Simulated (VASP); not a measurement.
# Zr (I4/mmm) in VASP: a series of runs, part 2 of 2

VASP 6.6.1. The steps go on from the part before.

## Step 3: Single point, PBE (volume 22.837 Å^3 an atom, c/a of the conventional cell 0.8612)

File INCAR:

```
SYSTEM = Zr
PREC = Accurate ; ENCUT = 500
EDIFF = 1E-6 ; ISMEAR = 0
SIGMA = 0.15 ; LREAL = .FALSE.
LASPH = .TRUE. ; NELM = 120
ALGO = Normal ; ISIF = 2
LWAVE = .FALSE. ; LCHARG = .FALSE.
GGA = PE ; NBANDS = 12
GGA_COMPAT = .FALSE.
```

File KPOINTS:

```
regular mesh
0
G
  20 20 20
  0 0 0
```

File POSCAR:

```
Zr
1.0
   -1.8785589399      1.8785589399      1.6178149591
    1.8785589399     -1.8785589399      1.6178149591
    1.8785589399      1.8785589399     -1.6178149591
Zr
1
Direct
    0.0000000000      0.0000000000      0.0000000000
```

Potentials or basis: VASP PAW PBE potentials, release 64 (Zr_sv).

Launch:

```console
cat potpaw_PBE.64/Zr_sv/POTCAR > POTCAR
mpirun -np 1 vasp_std > vasp.out
```

OUTCAR:

```text
SYSTEM = Zr
   PREC = Accurate
   ENCUT = 500
   EDIFF = 1E-6
   ISMEAR = 0
   LREAL = .FALSE.
   LASPH = .TRUE.
   NELM = 120
   ISIF = 2
   GGA = PE

 ion  position               nearest neighbor table
   1  0.000  0.000  0.000-

  LATTYP: Found a body centered tetragonal cell.
 ALAT       =     3.7571178798
 C/A-ratio  =     0.8612000000

  Lattice vectors:

 A1 = (  -1.8785589399,   1.8785589399,   1.6178149591)
 A2 = (   1.8785589399,  -1.8785589399,   1.6178149591)
 A3 = (   1.8785589399,   1.8785589399,  -1.6178149591)

Analysis of symmetry for initial positions (statically):
=====================================================================
 Subroutine PRICEL returns:
 Original cell was already a primitive cell.

 Routine SETGRP: Setting up the symmetry group for a
 body centered tetragonal supercell.

 Subroutine GETGRP returns: Found 16 space group operations
 (whereof 16 operations were pure point group operations)
 out of a pool of 16 trial point group operations.

The static configuration has the point symmetry D_4h.

Analysis of symmetry for dynamics (positions and initial velocities):
=====================================================================
 Subroutine PRICEL returns:
 Original cell was already a primitive cell.

 Routine SETGRP: Setting up the symmetry group for a
 body centered tetragonal supercell.

 Subroutine GETGRP returns: Found 16 space group operations
 (whereof 16 operations were pure point group operations)
 out of a pool of 16 trial point group operations.

The dynamic configuration has the point symmetry D_4h.

 Subroutine INISYM returns: Found 16 space group operations
 (whereof 16 operations are pure point group operations),
 and found     1 'primitive' translations

----------------------------------------------------------------------------------------

                                     Primitive cell

  volume of cell :      22.8370

  direct lattice vectors                    reciprocal lattice vectors
    -1.878558940  1.878558940  1.617814959     0.000000000  0.266161465  0.309058831
     1.878558940 -1.878558940  1.617814959     0.266161465  0.000000000  0.309058831
     1.878558940  1.878558940 -1.617814959     0.266161465  0.266161465  0.000000000

  length of vectors
     3.110513241  3.110513241  3.110513241     0.407871655  0.407871655  0.376409154

  position of ions in fractional coordinates (direct lattice)
     0.000000000  0.000000000  0.000000000

  ion indices of the primitive-cell ions
   primitive index   ion index
                 1           1

----------------------------------------------------------------------------------------

 KPOINTS: regular mesh

Automatic generation of k-mesh.
 Grid dimensions read from file:
 generate k-points for:   20   20   20

 Generating k-lattice:

  Cartesian coordinates                     Fractional coordinates (reciprocal lattice)
     0.000000000  0.013308073  0.015452942     0.050000000 -0.000000000  0.000000000
     0.013308073  0.000000000  0.015452942    -0.000000000  0.050000000  0.000000000
     0.013308073  0.013308073  0.000000000     0.000000000  0.000000000  0.050000000

  Length of vectors
     0.020393583  0.020393583  0.018820458

  Shift w.r.t. Gamma in fractional coordinates (k-lattice)
     0.000000000  0.000000000  0.000000000

 Subroutine IBZKPT returns following result:
 ===========================================

 Found    641 irreducible k-points:

 Following reciprocal coordinates:
            Coordinates               Weight
  0.000000  0.000000  0.000000      1.000000
  0.050000  0.000000 -0.000000      8.000000
  0.100000  0.000000 -0.000000      8.000000
  0.150000  0.000000 -0.000000      8.000000
  0.200000  0.000000 -0.000000      8.000000
  0.250000  0.000000  0.000000      8.000000
[... 16 lines left out ...]
 -0.400000  0.050000 -0.000000     16.000000
 -0.350000  0.050000  0.000000     16.000000
 [... further k-points ...]
   k-points           NKPTS =    641   k-points in BZ     NKDIM =    641   number of bands    NBANDS=     12
   number of dos      NEDOS =    301   number of ions     NIONS =      1
   total plane-waves  NPLWV =  13824
   dimension x,y,z NGX =    24 NGY =   24 NGZ =   24
   dimension x,y,z NGXF=    48 NGYF=   48 NGZF=   48
   ions per type =               1
   NGX,Y,Z   is equivalent  to a cutoff of  12.83, 12.83, 12.83 a.u.
   NGXF,Y,Z  is equivalent  to a cutoff of  25.65, 25.65, 25.65 a.u.
 SYSTEM =  Zr
   PREC   = accura    normal or accurate (medium, high low for compatibility)
   ISTART =      0    job   : 0-new  1-cont  2-samecut
   ICHARG =      2    charge: 1-file 2-atom 10-const
   ISPIN  =      1    spin polarized calculation?
   LNONCOLLINEAR =      F non collinear calculations
   LSORBIT =      F    spin-orbit coupling
   LASPH  =      T    aspherical Exc in radial PAW
   ENCUT  =  500.0 eV  36.75 Ry    6.06 a.u.   5.67  5.67  5.67*2*pi/ulx,y,z
   NELM   =    120;   NELMIN=  2; NELMDL= -5     # of ELM steps
   EDIFF  = 0.1E-05   stopping-criterion for ELM
   LREAL  =      F    real-space projection
   EDIFFG = 0.1E-04   stopping-criterion for IOM
   NSW    =      0    number of steps for IOM
   IBRION =     -1    ionic relax: 0-MD 1-quasi-New 2-CG
   NFREE  =      0    steps in history (QN), initial steepest desc. (CG)
   ISIF   =      2    stress and relaxation
   ISYM   =      2    0-nonsym 1-usesym 2-fastsym
   POTIM  = 0.5000    time-step for ionic-motion
   TEBEG  =    0.0;   TEEND  =   0.0 temperature during run
   PSTRESS=    0.0 pullay stress
   NELECT =      12.0000    total number of electrons
   NUPDOWN=      -1.0000    fix difference up-down
   EMIN   =  10.00;   EMAX   =-10.00  energy-range for DOS
   EFERMI =   0.00;   METHOD = LEGACY
   ISMEAR =     0;   SIGMA  =   0.15  broadening in eV -4-tet -1-fermi 0-gaus
   EFERMI_NEDOS =   21; number of points for ismear=-14 and -15
   IALGO  =     38    algorithm
   IMIX   =      4    mixing-type and parameters
     AMIX     =   0.40;   BMIX     =  1.00
     AMIX_MAG =   1.60;   BMIX_MAG =  1.00
  volume/ion in A,a.u.               =      22.84       154.11
  Fermi-wavevector in a.u.,A,eV,Ry     =   1.321060  2.496441 23.744867  1.745199
  Thomas-Fermi vector in A             =   2.450841
   LORBIT       =      0    0 simple, 1 ext, 2 COOP (PROOUT), +10 PAW based schemes
   GGA     = PE    functional components
   LHFCALC =     F    Hartree Fock is set to
   AEXX    =    0.0000 exact exchange contribution
   IVDW    =     0    specifies the selected vdW correction
   LEPSILON=     F    determine dielectric tensor
   LRPA    =     F    only Hartree local field effects (RPA)
 non-spin polarized calculation
 Gauss-broadening in eV      SIGMA  =   0.15
  energy-cutoff  :      500.00
  volume of cell :       22.84
 maximum number of plane-waves:       594
   NGX = 11   NGY = 11   NGZ = 11

 number of electron      12.0000000 magnetization

 Free energy of the ion-electron system (eV)
  ---------------------------------------------------
  ext. energy  EPLUGINS =         0.00000000
  ---------------------------------------------------
  free energy    TOTEN  =        -8.46593863 eV

  energy without entropy =       -8.44653922  energy(sigma->0) =       -8.45623892

 E-fermi :   8.9714     XC(G=0): -11.1624

 val. band max:        8.9620690237   @ k =  -0.2500  -0.4500   0.1000
 cond. band min:       8.9752239598   @ k =  -0.4500   0.5000   0.1000
 fundamental gap:      0.0131549361
 Fermi energy:         8.9714077736

 k-point     1 :       0.0000    0.0000    0.0000
  band No.  band energies     occupation
      1     -39.5489      2.00000
      2     -17.0442      2.00000
      3     -17.0442      2.00000
      4     -16.9965      2.00000
      5       3.5315      2.00000
      6       9.1342      0.12478
      7      10.7597      0.00000
      8      10.7597      0.00000
      9      11.3285      0.00000
     10      13.4617      0.00000
     11      20.7664      0.00000
     12      20.7664      0.00000
[... 331 lines left out ...]
 k-point    24 :      -0.3500    0.0500    0.0000
  band No.  band energies     occupation
      1     -39.4195      2.00000
      2     -17.7801      2.00000
      3     -17.2929      2.00000
      4     -17.0985      2.00000
      5       6.0299      2.00000
      6       8.2846      2.00000
      7       9.5056      0.00000
      8      12.6767      0.00000
      9      12.7965      0.00000
     10      13.3145      0.00000
     11      20.1125      0.00000
     12      23.0754      0.00000

 [... further k-points ...]
[... 5 lines left out ...]
  --------------------------------------------------------------------------------------
  -------------------------------------------------------------------------------------
  Total        0.1159220      0.1159220     -0.0706874      0.0000000      0.0000000      0.0000000
  in kB        8.1327571      8.1327571     -4.9592253      0.0000000      0.0000000      0.0000000
  external PRESSURE =       3.7687630 kB  Pullay stress =       0.0000000 kB

 VOLUME and BASIS-vectors are now :
 -----------------------------------------------------------------------------
  energy-cutoff  :      500.00
  volume of cell :       22.84
      direct lattice vectors                 reciprocal lattice vectors
    -1.878558940  1.878558940  1.617814959     0.000000000  0.266161465  0.309058831
     1.878558940 -1.878558940  1.617814959     0.266161465  0.000000000  0.309058831
     1.878558940  1.878558940 -1.617814959     0.266161465  0.266161465  0.000000000

 POSITION                                       TOTAL-FORCE (eV/Angst)
 -----------------------------------------------------------------------------------
      0.00000      0.00000      0.00000        -0.000000      0.000000      0.000000
 -----------------------------------------------------------------------------------
    total drift:                                0.000000      0.000000      0.000000

  FREE ENERGIE OF THE ION-ELECTRON SYSTEM (eV)
  ---------------------------------------------------
  free  energy   TOTEN  =        -8.4659386261 eV

  energy  without entropy=       -8.4465392184  energy(sigma->0) =       -8.45623892
```

It took 55 s on 1 thread of Intel Xeon Platinum 8488C (Sapphire Rapids), shared host; peak memory 0.27 GiB.

Results:

```
Free energy            : -8.4659 eV
Pressure               : 0.4 GPa
Band gap on the k mesh : zero (band 6 reaches 9.83 eV, above the bottom of band 7 at 8.43 eV)
```

Stress tensor (GPa, compression positive):
```
 0.81  0.00  0.00
 0.00  0.81  0.00
 0.00  0.00 -0.50
```

Levels at points of the mesh, in eV from the Fermi level:
```tsv
k point	band 2	band 3	band 4	band 5	band 6	band 7	band 8	band 9	band 10	band 11
(0.00, 0.00, 0.00)	-26.02	-26.02	-25.97	-5.44	0.16	1.79	1.79	2.36	4.49	11.79
(0.50, 0.00, 0.00)	-27.04	-26.35	-26.10	-2.88	-1.19	2.03	3.47	5.40	6.25	9.94
(0.50, 0.50, 0.00)	-27.03	-26.20	-25.97	-2.87	0.49	1.05	2.24	3.68	6.19	9.86
(0.50, 0.50, 0.50)	-26.78	-26.78	-26.46	-2.81	-2.49	5.62	5.62	6.03	6.47	6.47
```

## Step 4: Single point, PBE (volume 22.837 Å^3 an atom, c/a of the conventional cell 1.1612)

File INCAR:

```
PREC = Accurate
ENCUT = 500
EDIFF = 1E-6
ISMEAR = 0
SIGMA = 0.15
LREAL = F
LASPH = T
NELM = 120
ALGO = Normal
ISIF = 2
LWAVE = F
LCHARG = F
GGA = PE
NBANDS = 12
GGA_COMPAT = F
```

File KPOINTS:

```
regular mesh
0
Gamma
  20 20 20
```

File POSCAR:

```
Zr
1.0
   -1.7004237296      1.7004237296      1.9745320348
    1.7004237296     -1.7004237296      1.9745320348
    1.7004237296      1.7004237296     -1.9745320348
Zr
1
Direct
    0.0000000000      0.0000000000      0.0000000000
```

Launch:

```console
cat potpaw_PBE.64/Zr_sv/POTCAR > POTCAR
mpirun -np 1 vasp_std > vasp.out
```

Wall time 56 s (1 thread of Intel Xeon Platinum 8488C (Sapphire Rapids), shared host); peak memory 0.27 GiB.

The run converged. Its results:

```yaml
Free_energy: -8.4542 eV
Pressure: 0.7 GPa
Band_gap_on_the_k_mesh: zero (band 6 reaches 9.93 eV, above the bottom of band 7 at 8.30 eV)
```

Stress tensor (GPa, compression positive):
```
0.23 0.00 0.00
0.00 0.23 0.00
0.00 0.00 1.60
```

Levels at points of the mesh, in eV from the Fermi level:
```
           k point  band 3  band 4  band 5  band 6  band 7  band 8  band 9  band 10
(0.00, 0.00, 0.00)  -26.03  -26.03   -5.47    0.78    0.78    2.11    2.51     4.21
(0.50, 0.00, 0.00)  -26.29  -26.05   -2.89   -0.15    1.38    2.36    4.63     6.06
(0.50, 0.50, 0.00)  -26.41  -26.15   -2.93   -1.63    2.25    4.75    4.92     6.46
(0.50, 0.50, 0.50)  -26.61  -26.61   -2.85   -2.47    5.44    5.48    5.84     5.84
```

## Step 5: The runs side by side

| cell | gap on the mesh (eV) | pressure (GPa) |
| --- | --- | --- |
| a = 3.161 Å, angles 118.4, 118.4, 92.7°, 1 atom | none | 1.5 |
| a = 3.111 Å, angles 105.7, 105.7, 117.3°, 1 atom | none | 0.4 |
| a = 3.112 Å, angles 113.7, 113.7, 101.2°, 1 atom | none | 0.7 |

Alike in all rows: task single point; level PBE; potentials or basis VASP PAW PBE potentials, release 64 (Zr_sv); no spin polarisation; k mesh 20 × 20 × 20; cutoff (eV) 500; smearing gaussian 0.15 eV.

Absolute energies hang on the potentials; compare differences alone.
